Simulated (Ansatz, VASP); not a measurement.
## Two plane-wave programs on MgO

Contents of POSCAR:

```
MgO
1.0
    0.0000000000      2.1351500000      2.1351500000
    2.1351500000      0.0000000000      2.1351500000
    2.1351500000      2.1351500000      0.0000000000
Mg O
1 1
Direct
    0.0000000000      0.0000000000      0.0000000000
    0.5000000000      0.5000000000      0.5248380716
```

File INCAR.step1:

```
SYSTEM = MgO
PREC     = Accurate       ! precision mode
ENCUT    = 520            ! plane-wave cutoff, eV
ISMEAR   = 0              ! smearing method
SIGMA    = 0.05           ! smearing width, eV
LREAL    = .False.        ! projectors in reciprocal space
LASPH    = .True.         ! aspherical terms in the spheres
NELM     = 100            ! most SCF steps
NBANDS   = 11             ! bands
GGA      = PE             ! functional
ALGO     = Normal         ! electronic algorithm
EDIFF    = 1E-4           ! SCF threshold, eV
LWAVE    = .True.         ! write WAVECAR
LCHARG   = .False.        ! write CHGCAR
```

The input INCAR.step2:

```
SYSTEM = MgO
PREC     = Accurate       ! precision mode
ENCUT    = 520            ! plane-wave cutoff, eV
EDIFF    = 1E-6           ! SCF threshold, eV
ISMEAR   = 0              ! smearing method
SIGMA    = 0.05           ! smearing width, eV
LREAL    = .False.        ! projectors in reciprocal space
LASPH    = .True.         ! aspherical terms in the spheres
NELM     = 100            ! most SCF steps
ALGO     = Normal         ! electronic algorithm
ISIF     = 2              ! what is computed and relaxed
LWAVE    = .False.        ! write WAVECAR
LCHARG   = .False.        ! write CHGCAR
METAGGA  = R2SCAN         ! meta-GGA
LMIXTAU  = .True.       
NBANDS   = 11             ! bands
ISTART   = 1
```

Contents of KPOINTS:

```
Automatic mesh
0
Gamma
  10 10 10
  0 0 0
```

Input for Ansatz:

```yaml
crystal:
  lattice:
    - [0.0, 2.13515, 2.13515]
    - [2.13515, 0.0, 2.13515]
    - [2.13515, 2.13515, 0.0]
  atoms:
    - { symbol: Mg, position: [0.0, 0.0, 0.0] }
    - { symbol: O, position: [0.5, 0.5, 0.5248380716] }
basis:
  ecutwfc: 500
kpoints:
  mp_grid: { grid: [10, 10, 10] }
hamiltonian:
  xc: r2scan
scf:
  occupations: { method: gaussian, width: 0.05 }
output:
  forces: true
  stress: true
  eigenvalues: true
```

Change from the starting cell: all O atoms moved +0.075 Å, as atom 2 along Cartesian [1 1 0].

Alike in both runs: task single point; functional r2SCAN; k mesh 10 × 10 × 10; occupations gaussian, width 0.05 eV; no spin polarisation.

```csv
,VASP,Ansatz
version,VASP 6.6.1,Ansatz 0.2.0
potentials or method,"VASP PAW PBE potentials, release 64 (Mg, O), cutoff 520 eV","scalar-relativistic, plane waves, PAW"
valence electrons in the cell,8,16
```

Ansatz gave:

| Item | Value |
| --- | --- |
| gap on the k mesh at the Fermi level (eV) | 5.22 |
| least direct gap on the mesh (eV) | 5.22 |
| pressure (GPa) | -6.6 |
| traceless stress, the component that is largest in VASP (GPa) | -0.57 |
| rms of the force components (eV/Å) | 0.195 |

Estimate VASP's values.

gap on the k mesh at the Fermi level (eV): 5.19; least direct gap on the mesh (eV): 5.19; pressure (GPa): -7.7; traceless stress, the component that is largest in VASP (GPa): -0.57; rms of the force components (eV/Å): 0.197.

VASP's potentials were made for PBE, not for r2SCAN. Atom by atom the forces differ by 0.001 eV/Å (rms over components). With one functional, cell and mesh, what is left measures potentials, basis and numerics. VASP's potentials hold 8 valence electrons a cell and Ansatz's 16, so a difference there can come from the potentials and not from the codes.
